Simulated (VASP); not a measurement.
# F (P6/mmm) in VASP: a series of runs

The runs below take F through relaxation of cell and atoms, with PBE.

Program: VASP 6.6.1. These are calculated values, not measurements. Logs are shortened: lines on timing, memory, paths and dates and some standing lists are left out, and cuts for length are marked.

## 1. The cell of the first run

The structure is hexagonal, space group P6/mmm (No. 191). The conventional cell has a = 2.160 Å, b = 2.160 Å, c = 2.030 Å, α = 90.00°, β = 90.00°, γ = 120.00°. Within 2.7 Å of F (site symmetry 6/mmm) lie 8 F at 2.03 to 2.16 Å.

## 2. Relaxation of cell and atoms, PBE, target pressure 23 GPa, at which the enthalpy is minimised

Input file INCAR:

```
  PREC = Accurate
  ENCUT = 600
  EDIFF = 1E-6
  ISMEAR = -1
  SIGMA = 0.08
  LREAL = F
  LASPH = T
  NELM = 60
  ALGO = Normal
  ISIF = 3
  LWAVE = F
  LCHARG = F
  GGA = PE
  IBRION = 2
  NSW = 60
  EDIFFG = -0.005
  PSTRESS = 230.0
```

Input file KPOINTS:

```
Automatic mesh
0
Gamma
  19 19 17
```

Input file POSCAR:

```
F
1.0
    2.1598445172      0.0000000000      0.0000000000
   -1.0799222586      1.8704802201      0.0000000000
    0.0000000000      0.0000000000      2.0302538461
F
1
Direct
    0.0000000000      0.0000000000      0.0000000000
```

Potentials or basis: VASP PAW PBE potentials, release 64 (F).

Command:

```sh
cat potpaw_PBE.64/F/POTCAR > POTCAR
mpirun -np 1 vasp_std > vasp.out
```

OUTCAR:

```text
PREC = Accurate
   ENCUT = 600
   EDIFF = 1E-6
   ISMEAR = -1
   LREAL = F
   LASPH = T
   NELM = 60
   ISIF = 3
   GGA = PE
   IBRION = 2
   NSW = 60
   EDIFFG = -0.005
   PSTRESS = 230.0

 ion  position               nearest neighbor table
   1  0.000  0.000  0.000-

  LATTYP: Found a hexagonal cell.
 ALAT       =     2.1598445172
 C/A-ratio  =     0.9400000000

  Lattice vectors:

 A1 = (   2.1598445172,   0.0000000000,   0.0000000000)
 A2 = (  -1.0799222586,   1.8704802201,   0.0000000000)
 A3 = (   0.0000000000,   0.0000000000,   2.0302538461)

Analysis of symmetry for initial positions (statically):
=====================================================================
 Subroutine PRICEL returns:
 Original cell was already a primitive cell.

 Routine SETGRP: Setting up the symmetry group for a
 hexagonal supercell.

 Subroutine GETGRP returns: Found 24 space group operations
 (whereof 24 operations were pure point group operations)
 out of a pool of 24 trial point group operations.

The static configuration has the point symmetry D_6h.

Analysis of symmetry for dynamics (positions and initial velocities):
=====================================================================
 Subroutine PRICEL returns:
 Original cell was already a primitive cell.

 Routine SETGRP: Setting up the symmetry group for a
 hexagonal supercell.

 Subroutine GETGRP returns: Found 24 space group operations
 (whereof 24 operations were pure point group operations)
 out of a pool of 24 trial point group operations.

The dynamic configuration has the point symmetry D_6h.

 Subroutine INISYM returns: Found 24 space group operations
 (whereof 24 operations are pure point group operations),
 and found     1 'primitive' translations

----------------------------------------------------------------------------------------

                                     Primitive cell

  volume of cell :       8.2021

  direct lattice vectors                    reciprocal lattice vectors
     2.159844517  0.000000000  0.000000000     0.462996291  0.267311033  0.000000000
    -1.079922259  1.870480220  0.000000000     0.000000000  0.534622066  0.000000000
     0.000000000  0.000000000  2.030253846     0.000000000  0.000000000  0.492549245

  length of vectors
     2.159844517  2.159844517  2.030253846     0.534622066  0.534622066  0.492549245

  position of ions in fractional coordinates (direct lattice)
     0.000000000  0.000000000  0.000000000

  ion indices of the primitive-cell ions
   primitive index   ion index
                 1           1

----------------------------------------------------------------------------------------

 KPOINTS: Automatic mesh

Automatic generation of k-mesh.
 Grid dimensions read from file:
 generate k-points for:   19   19   17

 Generating k-lattice:

  Cartesian coordinates                     Fractional coordinates (reciprocal lattice)
     0.024368226  0.014069002  0.000000000     0.052631579 -0.000000000  0.000000000
     0.000000000  0.028138003  0.000000000     0.000000000  0.052631579  0.000000000
     0.000000000  0.000000000  0.028973485     0.000000000  0.000000000  0.058823529

  Length of vectors
     0.028138003  0.028138003  0.028973485

  Shift w.r.t. Gamma in fractional coordinates (k-lattice)
     0.000000000  0.000000000  0.000000000

 Subroutine IBZKPT returns following result:
 ===========================================

 Found    360 irreducible k-points:

 Following reciprocal coordinates:
            Coordinates               Weight
  0.000000  0.000000  0.000000      1.000000
  0.052632  0.000000  0.000000      6.000000
  0.105263  0.000000  0.000000      6.000000
  0.157895  0.000000  0.000000      6.000000
  0.210526 -0.000000  0.000000      6.000000
  0.263158  0.000000  0.000000      6.000000
[... 16 lines left out ...]
  0.263158  0.105263  0.000000     12.000000
  0.315789  0.105263  0.000000     12.000000
 [... further k-points ...]
   k-points           NKPTS =    360   k-points in BZ     NKDIM =    360   number of bands    NBANDS=      7
   number of dos      NEDOS =    301   number of ions     NIONS =      1
   total plane-waves  NPLWV =   5184
   dimension x,y,z NGX =    18 NGY =   18 NGZ =   16
   dimension x,y,z NGXF=    36 NGYF=   36 NGZF=   32
   ions per type =               1
   NGX,Y,Z   is equivalent  to a cutoff of  13.85, 13.85, 13.10 a.u.
   NGXF,Y,Z  is equivalent  to a cutoff of  27.71, 27.71, 26.20 a.u.
 SYSTEM =  unknown system
   PREC   = accura    normal or accurate (medium, high low for compatibility)
   ISTART =      0    job   : 0-new  1-cont  2-samecut
   ICHARG =      2    charge: 1-file 2-atom 10-const
   ISPIN  =      1    spin polarized calculation?
   LNONCOLLINEAR =      F non collinear calculations
   LSORBIT =      F    spin-orbit coupling
   LASPH  =      T    aspherical Exc in radial PAW
   ENCUT  =  600.0 eV  44.10 Ry    6.64 a.u.   4.31  4.31  4.05*2*pi/ulx,y,z
[... 20 lines left out ...]
     AMIX     =   0.40;   BMIX     =  1.00
     AMIX_MAG =   1.60;   BMIX_MAG =  1.00
  volume/ion in A,a.u.               =       8.20        55.35
  Fermi-wavevector in a.u.,A,eV,Ry     =   1.552860  2.934479 32.808721  2.411373
  Thomas-Fermi vector in A             =   2.657174
   LORBIT       =      0    0 simple, 1 ext, 2 COOP (PROOUT), +10 PAW based schemes
   GGA     = PE    functional components
   LHFCALC =     F    Hartree Fock is set to
   AEXX    =    0.0000 exact exchange contribution
   IVDW    =     0    specifies the selected vdW correction
   LEPSILON=     F    determine dielectric tensor
   LRPA    =     F    only Hartree local field effects (RPA)
 conjugate gradient relaxation of ions
 non-spin polarized calculation
  energy-cutoff  :      600.00
  volume of cell :        8.20
 maximum number of plane-waves:       290
 NGX is ok and might be reduce to    18

--------------------------------------- Ionic step        1  -------------------------------------------

 number of electron       6.9999995 magnetization

 Free energy of the ion-electron system (eV)
  ---------------------------------------------------
  ext. energy  EPLUGINS =         0.00000000
  ---------------------------------------------------
  free energy    TOTEN  =        -0.84463922 eV

  energy without entropy =       -0.81472808  energy(sigma->0) =       -0.82968365

------------------------ aborting loop because EDIFF is reached ----------------------------------------

  FORCE on cell =-STRESS in cart. coord.  units (eV):
  Direction    XX          YY          ZZ          XY          YZ          ZX
  --------------------------------------------------------------------------------------
  -------------------------------------------------------------------------------------
  Total        1.7485393      1.7485393      0.0280099      0.0000000     -0.0000000      0.0000000
  in kB      341.5545105    341.5545105      5.4713663      0.0000000     -0.0000000      0.0000000
  external PRESSURE =      -0.4732042 kB  Pullay stress =     230.0000000 kB
[... 94 lines left out ...]
  energy  without entropy=       -1.1690283317  energy(sigma->0) =       -1.17735681

  enthalpy is  TOTEN    =        -0.0362945768 eV   P V=        1.1493907136

 E-fermi :   6.9882     XC(G=0): -11.3790

 val. band max:        6.9680427382   @ k =   0.2105  -0.0000   0.2353
 cond. band min:       6.9960289252   @ k =   0.1579   0.1053   0.2353
 fundamental gap:      0.0279861870
 Fermi energy:         6.9881979569

 k-point     1 :       0.0000    0.0000    0.0000
  band No.  band energies     occupation
      1     -30.3698      2.00000
      2      -5.5751      2.00000
      3      -5.5751      2.00000
      4      10.0280      0.00000
      5      19.3296      0.00000
      6      26.3875      0.00000
      7      26.3875      0.00000
[... 221 lines left out ...]
 k-point    24 :       0.3158    0.1053    0.0000
  band No.  band energies     occupation
      1     -29.8951      2.00000
      2      -8.0364      2.00000
      3      -6.2634      2.00000
      4      15.3529      0.00000
      5      19.0386      0.00000
      6      19.3468      0.00000
      7      31.4412      0.00000

 [... further k-points ...]

[... ionic steps 4 to 10 ...]

--------------------------------------- Ionic step       11  -------------------------------------------

 number of electron       7.0000015 magnetization

------------------------ aborting loop because EDIFF is reached ----------------------------------------
[... 69 lines left out ...]
--------------------------------------- Ionic step       13  -------------------------------------------

 number of electron       7.0000015 magnetization

 Free energy of the ion-electron system (eV)
  ---------------------------------------------------
  ext. energy  EPLUGINS =         0.00000000
  ---------------------------------------------------
  free energy    TOTEN  =        -1.29941323 eV

  energy without entropy =       -1.28641303  energy(sigma->0) =       -1.29291313

 E-fermi :  -1.0760     XC(G=0): -10.9506

 val. band max:       -1.0852877292   @ k =   0.4211  -0.0000   0.4706
 cond. band min:      -1.0686589981   @ k =   0.1053   0.0526   0.4706
 fundamental gap:      0.0166287312
 Fermi energy:        -1.0759748316

 k-point     1 :       0.0000    0.0000    0.0000
  band No.  band energies     occupation
      1     -26.0487      2.00000
      2      -3.1258      2.00000
      3      -3.1258      2.00000
      4       2.6366      0.00000
      5      11.4582      0.00000
      6      29.0510      0.00000
      7      29.0511      0.00000
[... 221 lines left out ...]
 k-point    24 :       0.3158    0.1053    0.0000
  band No.  band energies     occupation
      1     -25.0977      2.00000
      2      -6.5262      2.00000
      3      -4.0672      2.00000
      4       2.7472      0.00000
      5      16.4950      0.00000
      6      19.8737      0.00000
      7      33.2504      0.00000

 [... further k-points ...]

------------------------ aborting loop because EDIFF is reached ----------------------------------------

  FORCE on cell =-STRESS in cart. coord.  units (eV):
  Direction    XX          YY          ZZ          XY          YZ          ZX
  --------------------------------------------------------------------------------------
  -------------------------------------------------------------------------------------
  Total        1.2257151      1.2257151      1.2319378      0.0000000      0.0000000      0.0000000
  in kB      229.1290238    229.1290238    230.2922554      0.0000000      0.0000000      0.0000000
  external PRESSURE =      -0.4832323 kB  Pullay stress =     230.0000000 kB
[... 20 lines left out ...]
  energy  without entropy=       -1.2864130296  energy(sigma->0) =       -1.29291313

  enthalpy is  TOTEN    =        -0.0690388332 eV   P V=        1.2303743946

 reached required accuracy - stopping structural energy minimisation
```

It took 2 min on 1 thread of AMD EPYC 9R45 (Zen 5), shared host; peak memory 0.1 GiB.

What came out:

```
Free energy                                            : -1.2994 eV
Relaxed volume                                         : 8.57 Å³/atom
Relaxed cell                                           : a = 2.441 Å, b = 2.441 Å, c = 1.661 Å, α = 90.00°, β = 90.00°, γ = 120.00°
Space group after relaxing (to 0.05 Å)                 : P6/mmm (No. 191)
Energy change on relaxing (the enthalpy is what falls) : -454.8 meV/atom
Ionic steps                                            : 13
Pressure after relaxing                                : 23.0 GPa
```

Step by step:
```
step  energy change (eV)  largest force (eV/Å)  pressure (GPa)  volume (Å³)
   1              0.0000                0.0000           22.95         8.20
   2             -0.1256                0.0000           21.21         8.18
   3             -0.3410                0.0000           30.69         8.01
   4              4.4044                0.0000          313.22         7.08
   5             -0.3438                0.0000           31.79         7.99
   6             -0.3356                0.0000           38.80         7.94
   7             -0.3443                0.0000           35.20         7.96
   8             -0.4990                0.0000           19.10         9.02
   9             -0.4419                0.0000           26.21         8.50
  10             -0.4713                0.0000           16.45         8.77
  11             -0.4557                0.0000           22.92         8.58
  12             -0.4555                0.0000           22.95         8.58
  13             -0.4548                0.0000           22.95         8.57
```

Final structure:
```
CELL_PARAMETERS angstrom
2.44064 0.00000 0.00000
-1.22032 2.11366 0.00000
0.00000 0.00000 1.66143
ATOMIC_POSITIONS crystal
F 0.00000 0.00000 0.00000
```

Caveat: the cell is relaxed towards a set pressure, so the enthalpy falls and the energy may rise; an odd number of electrons without spin polarisation forces a metal; a magnetic or distorted state may lie lower.

## 3. Relaxation of cell and atoms, PBE, target pressure 23 GPa, at which the enthalpy is minimised

This run uses another cell than the first one, of 8.71 Å³/atom, 1.062 times its volume.

Input file INCAR:

```
SYSTEM = F
PREC     = Accurate       ! precision mode
ENCUT    = 600            ! plane-wave cutoff, eV
EDIFF    = 1E-6           ! SCF threshold, eV
ISMEAR   = -1             ! smearing method
SIGMA    = 0.08           ! smearing width, eV
LREAL    = .False.        ! projectors in reciprocal space
LASPH    = .True.         ! aspherical terms in the spheres
NELM     = 100            ! most SCF steps
ALGO     = Normal         ! electronic algorithm
ISIF     = 3              ! what is computed and relaxed
LWAVE    = .False.        ! write WAVECAR
LCHARG   = .False.        ! write CHGCAR
GGA      = PE             ! functional
IBRION   = 2              ! ionic algorithm
NSW      = 32             ! ionic steps
EDIFFG   = -0.005         ! ionic threshold
PSTRESS  = 230.0
```

Input file KPOINTS:

```
Automatic mesh
0
Gamma
  19 19 17
  0 0 0
```

Input file POSCAR:

```
F
1.0
    2.4604210338      0.0000000000      0.0000000000
   -1.2302105169      2.1307871193      0.0000000000
    0.0000000000      0.0000000000      1.6615811146
F
1
Direct
    0.0000000000      0.0000000000      0.0000000000
```

Potentials or basis: VASP PAW PBE potentials, release 64 (F).

Command:

```sh
cat potpaw_PBE.64/F/POTCAR > POTCAR
mpirun -np 1 vasp_std > vasp.out
```

It took 30 s on 1 thread of AMD EPYC 9R45 (Zen 5), shared host; peak memory 0.1 GiB.

Results (log left out):

| Item | Value |
| --- | --- |
| Free energy | -1.3195 eV |
| Relaxed volume | 8.66 Å³/atom |
| Relaxed cell | a = 2.455 Å, b = 2.455 Å, c = 1.660 Å, α = 90.00°, β = 90.00°, γ = 120.00° |
| Space group after relaxing (to 0.05 Å) | P6/mmm (No. 191) |
| Energy change on relaxing (the enthalpy is what falls) | +6.7 meV/atom |
| Ionic steps | 4 |
| Pressure after relaxing | 23.0 GPa |

Step by step:
```tsv
step	energy change (eV)	largest force (eV/Å)	pressure (GPa)	volume (Å³)
1	0.0000	0.0000	22.32	8.71
2	0.0066	0.0000	23.30	8.66
3	0.0043	0.0000	22.96	8.68
4	0.0067	0.0000	23.01	8.66
```

Final structure:
```
F
1.0
     2.45466    0.00000    0.00000
    -1.22733    2.12580    0.00000
     0.00000    0.00000    1.66038
F
1
Direct
  0.00000 0.00000 0.00000
```

Levels at points of the mesh, in eV from the Fermi level:
| k point | band 1 | band 2 | band 3 | band 4 | band 5 | band 6 | band 7 |
| --- | --- | --- | --- | --- | --- | --- | --- |
| (0.00, 0.00, 0.00) | -24.92 | -2.08 | -2.08 | 3.76 | 12.41 | 29.91 | 29.91 |

Caveat: the cell is relaxed towards a set pressure, so the enthalpy falls and the energy may rise; an odd number of electrons without spin polarisation forces a metal; a magnetic or distorted state may lie lower.

## 4. Relaxation of cell and atoms, PBE, target pressure 23 GPa, at which the enthalpy is minimised

This run uses another cell than the first one: it holds 3 atoms, not 1.

Input file INCAR:

```
ALGO = Normal ; EDIFF = 1E-6
EDIFFG = -0.005 ; ENCUT = 600
GGA = PE ; IBRION = 2
ISIF = 3 ; ISMEAR = -1
LASPH = True ; LCHARG = False
LREAL = False ; LWAVE = False
NELM = 100 ; NSW = 60
PREC = Accurate ; PSTRESS = 230.0
SIGMA = 0.08
```

Input file KPOINTS:

```
k-points
0
Gamma
  9 9 13
```

Input file POSCAR:

```
F
1.0
    3.5499625660      0.0000000000      0.0000000000
   -1.7749812830      3.0743577647      0.0000000000
    0.0000000000      0.0000000000      2.2009767909
F
3
Direct
    0.0000000000      0.0000000000      0.0000000000
    0.3333333333      0.6666666667      0.5000000000
    0.6666666667      0.3333333333      0.5000000000
```

Command:

```sh
cat potpaw_PBE.64/F/POTCAR > POTCAR
mpirun -np 1 vasp_std > vasp.out
```

Run time: 7.4 min. Hardware: 1 thread of AMD EPYC 9R45 (Zen 5), shared host; peak memory 0.12 GiB.

Results (log left out):

| Quantity | Value |
| --- | --- |
| Free energy | -3.7235 eV |
| Relaxed volume | 8.32 Å³/atom |
| Relaxed cell | a = 4.142 Å, b = 4.142 Å, c = 1.681 Å, α = 90.00°, β = 90.00°, γ = 120.00° |
| Space group after relaxing (to 0.05 Å) | P6/mmm (No. 191) |
| Energy change on relaxing (the enthalpy is what falls) | -540.2 meV/atom |
| Ionic steps | 36 |
| Pressure after relaxing | 23.0 GPa |

Step by step:
| step | energy change (eV) | largest force (eV/Å) | pressure (GPa) | volume (Å³) |
| --- | --- | --- | --- | --- |
| 1 | 0.0000 | 0.0000 | 23.77 | 24.02 |
| 2 | -0.0219 | 0.0000 | 22.83 | 24.15 |
| 3 | -0.0879 | 0.0000 | 20.17 | 24.55 |
| 4 | -0.2304 | 0.0000 | 15.46 | 25.34 |
| 5 | -0.5913 | 0.0000 | 7.31 | 26.87 |
| 6 | -1.3931 | 0.0000 | -6.78 | 29.70 |
| 7 | -0.0594 | 0.0000 | -25.57 | 34.11 |
| 8 | -1.4465 | 0.0000 | -7.79 | 29.89 |
| 9 | -1.5459 | 0.0000 | -9.77 | 30.28 |
| 10 | -1.5190 | 0.0000 | -9.24 | 30.17 |
| 11 | -1.5193 | 0.0000 | -9.20 | 30.17 |
| 12 | -1.5203 | 0.0000 | -9.27 | 30.18 |
| 13 | -1.5223 | 0.0000 | -9.32 | 30.19 |
| 14 | -1.5262 | 0.0000 | -9.43 | 30.21 |
| 15 | -1.5339 | 0.0000 | -9.65 | 30.26 |
| 16 | -1.5487 | 0.0000 | -10.12 | 30.36 |
| 17 | -1.5760 | 0.0000 | -10.95 | 30.55 |
| 18 | -1.5560 | 0.0000 | -10.33 | 30.41 |
| 19 | -1.5566 | 0.0000 | -10.37 | 30.40 |
| 20 | -1.5582 | 0.0000 | -10.27 | 30.40 |
| 21 | -1.5616 | 0.0000 | -10.28 | 30.38 |
| 22 | -1.5682 | 0.0000 | -10.18 | 30.35 |
| 23 | -1.5813 | 0.0000 | -10.00 | 30.30 |
| 24 | -1.6070 | 0.0000 | -9.62 | 30.18 |
| 25 | -1.6564 | 0.0000 | -8.80 | 29.95 |
| 26 | -1.7438 | 0.0000 | -6.76 | 29.49 |
| 27 | -1.8549 | 0.0000 | -1.02 | 28.56 |
| 28 | -1.6363 | 0.0000 | 19.93 | 26.69 |
| 29 | -1.8370 | 0.0000 | 7.86 | 27.60 |
| 30 | -1.8213 | 0.0000 | 9.33 | 27.47 |
| 31 | -1.8161 | 0.0000 | 10.56 | 27.22 |
| 32 | -1.7812 | 0.0000 | 14.30 | 26.48 |
| 33 | -1.6253 | 0.0000 | 22.00 | 25.01 |
| 34 | -1.6346 | 0.0000 | 21.66 | 25.08 |
| 35 | -1.6269 | 0.0000 | 22.40 | 25.02 |
| 36 | -1.6205 | 0.0000 | 23.02 | 24.97 |

Final structure:
```
CELL_PARAMETERS angstrom
4.14152 0.00000 0.00000
-2.07076 3.58666 0.00000
0.00000 0.00000 1.68105
ATOMIC_POSITIONS crystal
F 0.00000 0.00000 0.00000
F 0.33333 0.66667 0.50000
F 0.66667 0.33333 0.50000
```

Levels at points of the mesh, in eV from the Fermi level:
```
           k point  band 7  band 8  band 9  band 10  band 11  band 12  band 13  band 14
(0.00, 0.00, 0.00)   -4.42   -1.46   -1.46     3.71     3.85     4.24    13.41    20.96
```

Caveat: the cell is relaxed towards a set pressure, so the enthalpy falls and the energy may rise; an odd number of electrons without spin polarisation forces a metal; a magnetic or distorted state may lie lower.

## 5. The runs side by side

```tsv
cell	k mesh	gap on the mesh (eV)	pressure (GPa)
relaxed to 23 GPa from a = 2.160, b = 2.160, c = 2.030 Å, angles 90.0, 90.0, 120.0°, 1 atom	19 × 19 × 17	none	23.0
relaxed to 23 GPa from a = 2.460, b = 2.460, c = 1.662 Å, angles 90.0, 90.0, 120.0°, 1 atom	19 × 19 × 17	none	23.0
relaxed to 23 GPa from a = 3.550, b = 3.550, c = 2.201 Å, angles 90.0, 90.0, 120.0°, 3 atoms	9 × 9 × 13	none	23.0
```

Alike in all rows: task relaxation of cell and atoms; level PBE; potentials or basis VASP PAW PBE potentials, release 64 (F); no spin polarisation; cutoff (eV) 600; smearing fermi-dirac 0.08 eV.

Caveats: the cell is relaxed towards a set pressure, so the enthalpy falls and the energy may rise; an odd number of electrons without spin polarisation forces a metal; a magnetic or distorted state may lie lower.

Total energies depend on the potentials used, so only differences within one code and one set of settings carry meaning.
